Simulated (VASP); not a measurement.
# Al6W (I-4m2) in VASP: single point with PBE

Aim: the single point of Al6W with PBE.

Everything below comes from runs of VASP 6.6.1. Logs are shortened: lines on timing, memory, paths and dates and some standing lists are left out, and cuts for length are marked.

## Step 1: The cell of the first run

It takes space group I-4m2 (No. 119, tetragonal). The conventional cell has a = 8.333 Å, b = 8.333 Å, c = 4.989 Å, α = 90.00°, β = 90.00°, γ = 90.00°. Al (site symmetry m) has 1 W at 2.50 Å and 5 Al at 2.69 to 3.40 Å within 3.5 Å. Al (site symmetry -4m2) has 8 Al at 2.80 to 3.40 Å within 3.7 Å. Al (site symmetry -4m2) has 2 W at 2.49 Å and 4 Al at 2.85 Å within 3.3 Å. Within 3.3 Å of W (site symmetry -4m2) lie 6 Al at 2.49 to 2.50 Å.

The cell was built from a structure type or drawn by symmetry, and may not be a known phase.

## Step 2: Single point, PBE

INCAR reads:

```
SYSTEM = Al6W
  PREC = Accurate
  ENCUT = 500
  EDIFF = 1E-6
  ISMEAR = 0
  SIGMA = 0.2
  LREAL = .False.
  LASPH = .True.
  NELM = 120
  ALGO = Normal
  ISIF = 2
  LWAVE = .False.
  LCHARG = .False.
  GGA = PE
  NBANDS = 25
  GGA_COMPAT = .False.
```

KPOINTS reads:

```
regular mesh
0
Gamma
  4 4 4
  0 0 0
```

POSCAR reads:

```
Al6W
1.0
   -4.1663459208      4.1663459208      2.4945992293
    4.1663459208     -4.1663459208      2.4945992293
    4.1663459208      4.1663459208     -2.4945992293
Al W
6 1
Direct
    0.1745676731      0.8937530693      0.7191853962
    0.1745676731      0.4553822769      0.2808146038
    0.1062469307      0.8254323269      0.2808146038
    0.5446177231      0.8254323269      0.7191853962
    0.7500000000      0.2500000000      0.5000000000
    0.5000000000      0.5000000000      0.0000000000
    0.0000000000      0.0000000000      0.0000000000
```

Potentials or basis: VASP PAW PBE potentials, release 64 (Al, W_sv).

Launch:

```bash
$ cat potpaw_PBE.64/Al/POTCAR potpaw_PBE.64/W_sv/POTCAR > POTCAR
$ mpirun -np 1 vasp_std > vasp.out
```

OUTCAR:

```text
SYSTEM = Al6W
   PREC = Accurate
   ENCUT = 500
   EDIFF = 1E-6
   ISMEAR = 0
   LREAL = .False.
   LASPH = .True.
   NELM = 120
   ISIF = 2
   GGA = PE

 ion  position               nearest neighbor table
   1  0.175  0.894  0.719-   7 2.50   3 2.69   4 2.69   5 2.80   6 2.85
   2  0.175  0.455  0.281-   7 2.50   4 2.69   3 2.69   5 2.80   6 2.85
   3  0.106  0.825  0.281-   7 2.50   1 2.69   2 2.69   5 2.80   6 2.85
   4  0.545  0.825  0.719-   7 2.50   2 2.69   1 2.69   5 2.80   6 2.85
   5  0.750  0.250  0.500-   1 2.80   3 2.80   4 2.80   2 2.80
   6  0.500  0.500  0.000-   7 2.49   7 2.49   2 2.85   4 2.85   1 2.85   3 2.85
   7  0.000  0.000  0.000-   6 2.49   6 2.49   2 2.50   4 2.50   3 2.50   1 2.50

  LATTYP: Found a body centered tetragonal cell.
 ALAT       =     8.3326918416
 C/A-ratio  =     0.5987499062

  Lattice vectors:

 A1 = (  -4.1663459208,   4.1663459208,   2.4945992293)
 A2 = (   4.1663459208,  -4.1663459208,   2.4945992293)
 A3 = (   4.1663459208,   4.1663459208,  -2.4945992293)

Analysis of symmetry for initial positions (statically):
=====================================================================
 Subroutine PRICEL returns:
 Original cell was already a primitive cell.

 Routine SETGRP: Setting up the symmetry group for a
 body centered tetragonal supercell.

 Subroutine GETGRP returns: Found  8 space group operations
 (whereof  8 operations were pure point group operations)
 out of a pool of 16 trial point group operations.

The static configuration has the point symmetry D_2d.

Analysis of symmetry for dynamics (positions and initial velocities):
=====================================================================
 Subroutine PRICEL returns:
 Original cell was already a primitive cell.

 Routine SETGRP: Setting up the symmetry group for a
 body centered tetragonal supercell.

 Subroutine GETGRP returns: Found  8 space group operations
 (whereof  8 operations were pure point group operations)
 out of a pool of 16 trial point group operations.

The dynamic configuration has the point symmetry D_2d.

 Subroutine INISYM returns: Found  8 space group operations
 (whereof  8 operations are pure point group operations),
 and found     1 'primitive' translations

----------------------------------------------------------------------------------------

                                     Primitive cell

  volume of cell :     173.2094

  direct lattice vectors                    reciprocal lattice vectors
    -4.166345921  4.166345921  2.494599229     0.000000000  0.120009238  0.200432997
     4.166345921 -4.166345921  2.494599229     0.120009238  0.000000000  0.200432997
     4.166345921  4.166345921 -2.494599229     0.120009238  0.120009238  0.000000000

  length of vectors
     6.398429649  6.398429649  6.398429649     0.233614220  0.233614220  0.169718692

  position of ions in fractional coordinates (direct lattice)
     0.174567673  0.893753069  0.719185396
     0.174567673  0.455382277  0.280814604
     0.106246931  0.825432327  0.280814604
     0.544617723  0.825432327  0.719185396
     0.750000000  0.250000000  0.500000000
     0.500000000  0.500000000  0.000000000
     0.000000000  0.000000000  0.000000000

  ion indices of the primitive-cell ions
   primitive index   ion index
                 1           1
                 2           2
                 3           3
                 4           4
                 5           5
                 6           6
                 7           7

----------------------------------------------------------------------------------------

 KPOINTS: regular mesh

Automatic generation of k-mesh.
 Grid dimensions read from file:
 generate k-points for:    4    4    4

 Generating k-lattice:

  Cartesian coordinates                     Fractional coordinates (reciprocal lattice)
     0.000000000  0.030002310  0.050108249     0.250000000  0.000000000  0.000000000
     0.030002310  0.000000000  0.050108249     0.000000000  0.250000000  0.000000000
     0.030002310  0.030002310  0.000000000     0.000000000  0.000000000  0.250000000

  Length of vectors
     0.058403555  0.058403555  0.042429673

  Shift w.r.t. Gamma in fractional coordinates (k-lattice)
     0.000000000  0.000000000  0.000000000

 Subroutine IBZKPT returns following result:
 ===========================================

 Found     13 irreducible k-points:

 Following reciprocal coordinates:
            Coordinates               Weight
  0.000000  0.000000  0.000000      1.000000
  0.250000  0.000000  0.000000      8.000000
  0.500000  0.000000  0.000000      4.000000
  0.250000  0.250000  0.000000      8.000000
  0.500000  0.250000  0.000000     16.000000
 -0.250000  0.250000  0.000000      4.000000
  0.500000  0.500000  0.000000      2.000000
  0.250000  0.250000  0.250000      2.000000
 -0.250000  0.250000  0.250000      4.000000
  0.500000  0.500000  0.250000      4.000000
 -0.250000  0.500000  0.250000      8.000000
 -0.250000 -0.250000  0.250000      2.000000
  0.500000  0.500000  0.500000      1.000000
   k-points           NKPTS =     13   k-points in BZ     NKDIM =     13   number of bands    NBANDS=     25
   number of dos      NEDOS =    301   number of ions     NIONS =      7
   total plane-waves  NPLWV = 110592
   dimension x,y,z NGX =    48 NGY =   48 NGZ =   48
   dimension x,y,z NGXF=    96 NGYF=   96 NGZF=   96
   ions per type =               6   1
   NGX,Y,Z   is equivalent  to a cutoff of  12.47, 12.47, 12.47 a.u.
   NGXF,Y,Z  is equivalent  to a cutoff of  24.94, 24.94, 24.94 a.u.
 SYSTEM =  Al6W
   PREC   = accura    normal or accurate (medium, high low for compatibility)
   ISTART =      0    job   : 0-new  1-cont  2-samecut
   ICHARG =      2    charge: 1-file 2-atom 10-const
   ISPIN  =      1    spin polarized calculation?
   LNONCOLLINEAR =      F non collinear calculations
   LSORBIT =      F    spin-orbit coupling
   LASPH  =      T    aspherical Exc in radial PAW
   ENCUT  =  500.0 eV  36.75 Ry    6.06 a.u.  11.67 11.67 11.67*2*pi/ulx,y,z
   NELM   =    120;   NELMIN=  2; NELMDL= -5     # of ELM steps
   EDIFF  = 0.1E-05   stopping-criterion for ELM
   LREAL  =      F    real-space projection
   EDIFFG = 0.1E-04   stopping-criterion for IOM
   NSW    =      0    number of steps for IOM
   IBRION =     -1    ionic relax: 0-MD 1-quasi-New 2-CG
   NFREE  =      0    steps in history (QN), initial steepest desc. (CG)
   ISIF   =      2    stress and relaxation
   ISYM   =      2    0-nonsym 1-usesym 2-fastsym
   POTIM  = 0.5000    time-step for ionic-motion
   TEBEG  =    0.0;   TEEND  =   0.0 temperature during run
   PSTRESS=    0.0 pullay stress
   NELECT =      32.0000    total number of electrons
   NUPDOWN=      -1.0000    fix difference up-down
   EMIN   =  10.00;   EMAX   =-10.00  energy-range for DOS
   EFERMI =   0.00;   METHOD = LEGACY
   ISMEAR =     0;   SIGMA  =   0.20  broadening in eV -4-tet -1-fermi 0-gaus
   EFERMI_NEDOS =   21; number of points for ismear=-14 and -15
   IALGO  =     38    algorithm
   IMIX   =      4    mixing-type and parameters
     AMIX     =   0.40;   BMIX     =  1.00
     AMIX_MAG =   1.60;   BMIX_MAG =  1.00
  volume/ion in A,a.u.               =      24.74       166.98
  Fermi-wavevector in a.u.,A,eV,Ry     =   0.932397  1.761975 11.828426  0.869365
  Thomas-Fermi vector in A             =   2.058991
   LORBIT       =      0    0 simple, 1 ext, 2 COOP (PROOUT), +10 PAW based schemes
   GGA     = PE    functional components
   LHFCALC =     F    Hartree Fock is set to
   AEXX    =    0.0000 exact exchange contribution
   IVDW    =     0    specifies the selected vdW correction
   LEPSILON=     F    determine dielectric tensor
   LRPA    =     F    only Hartree local field effects (RPA)
 non-spin polarized calculation
 Gauss-broadening in eV      SIGMA  =   0.20
  energy-cutoff  :      500.00
  volume of cell :      173.21
 maximum number of plane-waves:      4445
 NGX is ok and might be reduce to    48
   NGX = 23   NGY = 23   NGZ = 23

 number of electron      32.0000003 magnetization

 Free energy of the ion-electron system (eV)
  ---------------------------------------------------
  ext. energy  EPLUGINS =         0.00000000
  ---------------------------------------------------
  free energy    TOTEN  =       -30.34515251 eV

  energy without entropy =      -30.26003667  energy(sigma->0) =      -30.30259459

 E-fermi :   3.8359     XC(G=0):  -8.8043

 val. band max:        3.8231705474   @ k =   0.5000   0.5000   0.0000
 cond. band min:       3.8474704399   @ k =   0.2500   0.2500   0.0000
 fundamental gap:      0.0242998924
 Fermi energy:         3.8359419139

 k-point     1 :       0.0000    0.0000    0.0000
  band No.  band energies     occupation
      1     -68.8888      2.00000
      2     -33.2159      2.00000
      3     -33.2018      2.00000
      4     -33.2018      2.00000
      5      -4.4581      2.00000
      6      -1.7079      2.00000
[... 17 lines left out ...]
     24       6.9151      0.00000
     25       7.2608      0.00000

 k-point     2 :       0.2500    0.0000    0.0000
  band No.  band energies     occupation
      1     -68.8888      2.00000
      2     -33.2177      2.00000
      3     -33.2017      2.00000
      4     -33.2017      2.00000
      5      -3.9963      2.00000
      6      -1.6727      2.00000
[... 17 lines left out ...]
     24       8.0151      0.00000
     25       8.0301      0.00000

 k-point     3 :       0.5000    0.0000    0.0000
  band No.  band energies     occupation
      1     -68.8888      2.00000
      2     -33.2195      2.00000
      3     -33.2018      2.00000
      4     -33.2018      2.00000
      5      -3.1052      2.00000
      6      -1.9390      2.00000
[... 244 lines left out ...]
 k-point    12 :      -0.2500   -0.2500    0.2500
  band No.  band energies     occupation
      1     -68.8888      2.00000
      2     -33.2195      2.00000
      3     -33.2018      2.00000
      4     -33.2018      2.00000
      5      -3.2488      2.00000
      6      -1.5938      2.00000
[... 17 lines left out ...]
     24       8.0607      0.00000
     25       8.7871      0.00000

 k-point    13 :       0.5000    0.5000    0.5000
  band No.  band energies     occupation
      1     -68.8888      2.00000
      2     -33.2159      2.00000
      3     -33.2018      2.00000
      4     -33.2018      2.00000
      5      -3.5657      2.00000
      6      -2.7300      2.00000
[... 17 lines left out ...]
     24       7.2710      0.00000
     25       7.9213      0.00000

------------------------ aborting loop because EDIFF is reached ----------------------------------------

  FORCE on cell =-STRESS in cart. coord.  units (eV):
  Direction    XX          YY          ZZ          XY          YZ          ZX
  --------------------------------------------------------------------------------------
  -------------------------------------------------------------------------------------
  Total       -0.0733494     -0.0733494     -0.0556185      0.0000000     -0.0000000      0.0000000
  in kB       -0.6784776     -0.6784776     -0.5144676      0.0000000     -0.0000000      0.0000000
  external PRESSURE =      -0.6238076 kB  Pullay stress =       0.0000000 kB

 VOLUME and BASIS-vectors are now :
 -----------------------------------------------------------------------------
  energy-cutoff  :      500.00
  volume of cell :      173.21
      direct lattice vectors                 reciprocal lattice vectors
    -4.166345921  4.166345921  2.494599229     0.000000000  0.120009238  0.200432997
     4.166345921 -4.166345921  2.494599229     0.120009238  0.000000000  0.200432997
     4.166345921  4.166345921 -2.494599229     0.120009238  0.120009238  0.000000000

 POSITION                                       TOTAL-FORCE (eV/Angst)
 -----------------------------------------------------------------------------------
      5.99275      0.00000      0.87095         0.006183      0.000000     -0.001583
      2.33994      0.00000      0.87095        -0.006183      0.000000     -0.001583
      4.16635     -1.82640      1.62365         0.000000     -0.006183      0.001583
      4.16635      1.82640      1.62365         0.000000      0.006183      0.001583
      0.00000      4.16635      1.24730         0.000000      0.000000     -0.000000
      0.00000      0.00000      2.49460         0.000000      0.000000     -0.000000
      0.00000      0.00000      0.00000         0.000000      0.000000     -0.000000
 -----------------------------------------------------------------------------------
    total drift:                               -0.000000      0.000000     -0.000000

  FREE ENERGIE OF THE ION-ELECTRON SYSTEM (eV)
  ---------------------------------------------------
  free  energy   TOTEN  =       -30.3451525121 eV

  energy  without entropy=      -30.2600366726  energy(sigma->0) =      -30.30259459
```

Run time: 35 s. Hardware: 1 thread of Intel Xeon 6975P-C (Granite Rapids), shared host; peak memory 0.32 GiB.

What came out:

- Free energy: -30.3452 eV
- Pressure: -0.1 GPa
- Largest force: 0.006 eV/Å
- Band gap on the k mesh: zero (bands 16 and 17 overlap by 1.23 eV)

Forces in eV/Å, atoms in the order of the input:
```
Al   0.006  0.000 -0.002
Al  -0.006  0.000 -0.002
Al   0.000 -0.006  0.002
Al   0.000  0.006  0.002
Al   0.000  0.000  0.000
Al   0.000  0.000  0.000
W    0.000  0.000  0.000
```

Levels at points of the mesh, in eV from the Fermi level:
```
           k point  band 12  band 13  band 14  band 15  band 16  band 17  band 18  band 19  band 20  band 21
(0.00, 0.00, 0.00)    -1.36    -1.21    -0.94    -0.94     0.09     0.09     0.58     0.89     0.89     1.71
(0.50, 0.00, 0.00)    -2.19    -1.30    -1.24    -0.97     0.18     0.33     0.71     0.96     2.67     2.69
(0.50, 0.50, 0.00)    -1.56    -1.51    -0.51    -0.26    -0.26    -0.19    -0.01     1.51     1.93     2.99
(0.50, 0.50, 0.50)    -0.95    -0.95    -0.81    -0.37     1.01     1.18     1.22     1.22     1.77     1.77
```

Caveat: the k points lie up to 0.37 Å⁻¹ apart, too coarse for converged energies and pressures of a metal; spin-orbit coupling is left out, which moves the levels of the heavy elements.
